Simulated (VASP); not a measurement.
A run of VASP 6.6.1 is set up as follows.

The input INCAR:

```
PREC     = Accurate       # precision mode
ENCUT    = 520            # plane-wave cutoff, eV
EDIFF    = 1E-6           # SCF threshold, eV
ISMEAR   = -1             # smearing method
SIGMA    = 0.08           # smearing width, eV
LREAL    = False          # projectors in reciprocal space
LASPH    = True           # aspherical terms in the spheres
NELM     = 80             # most SCF steps
ALGO     = Normal         # electronic algorithm
ISIF     = 2              # what is computed and relaxed
LWAVE    = False          # write WAVECAR
LCHARG   = True           # write CHGCAR
LELF     = True           # ELF
LVHAR    = True         
NBANDS   = 18             # bands
```

Contents of KPOINTS:

```
Automatic mesh
0
Gamma
  12 12 12
```

File POSCAR:

```
ScPt
1.0
    3.2299879125      0.0000000000      0.0000000000
    0.0000000000      3.2299879125      0.0000000000
    0.0000000000      0.0000000000      3.2299879125
Sc Pt
1 1
Direct
    0.5000000000      0.5000000000      0.5000000000
    0.0000000000      0.0000000000      0.0000000000
```

Potentials or basis: VASP PAW LDA potentials, release 64 (Sc_sv, Pt).

Run with:

```sh
$ cat potpaw_LDA.64/Sc_sv/POTCAR potpaw_LDA.64/Pt/POTCAR > POTCAR
$ mpirun -np 1 vasp_std > vasp.out
```

(1) Estimate the band gap on the k mesh.

(2) What does it give for the pressure?

Results:

(1) zero (an odd number of electrons rules out a gap without spin polarisation).

(2) 0.7 GPa.

Caveat: spin-orbit coupling is left out, which moves the levels of the heavy elements.
